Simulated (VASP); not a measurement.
Crystal: AlCdCl2.

```xyz
4
Lattice="-2.0385 2.0385 5.0749 2.0385 -2.0385 5.0749 2.0385 2.0385 -5.0749" Properties=species:S:1:pos:R:3 pbc="T T T"
Al    2.0385    0.0000    2.5374
Cd    0.0000    0.0000    5.0749
Cl    0.0000    2.0385    3.6374
Cl    0.0000    2.0385    1.4374
```

```yaml
Program: VASP 6.6.1
Task: relaxation of cell and atoms
Functional: PBE
Potentials_or_basis: VASP PAW PBE potentials, release 64 (Al, Cd, Cl)
Cutoff: 600 eV
k_mesh: 6 × 6 × 6
Occupations: gaussian, width 0.1 eV
Spin: no spin polarisation
```

At the start: pressure 19.7 GPa; volume 21.09 Å³/atom.

Question: How do energy, volume and symmetry change on relaxing?

Answer: Over 7 steps the energy falls by 698.6 meV/atom and the volume is 30.08 Å³/atom (+42.6 %); space group I-4m2 (No. 119, to 0.1 Å) before and after.

The path:
```csv
step,energy change (eV),largest force (eV/Å),pressure (GPa),volume (Å³)
1,0.0000,5.7077,19.68,84.36
2,-2.7828,0.0888,0.31,119.31
3,-2.7831,0.0921,0.26,119.63
4,-2.7852,0.0655,0.12,120.21
5,-2.7871,0.0114,-0.18,121.46
6,-2.7892,0.0125,-0.15,121.18
7,-2.7942,0.0164,-0.03,120.32
```

Final structure:
```
Al Cd Cl
1.0
    -2.16273    2.16273    6.43066
     2.16273   -2.16273    6.43066
     2.16273    2.16273   -6.43066
Al Cd Cl
1 1 2
Direct
  0.25000 0.75000 0.50000
  0.50000 0.50000 0.00000
  0.88243 0.38243 0.50000
  0.61757 0.11757 0.50000
```

Caveat: the volume moved by over 15 % at a fixed basis, so the end points are rough; an odd number of electrons without spin polarisation forces a metal; a magnetic or distorted state may lie lower.
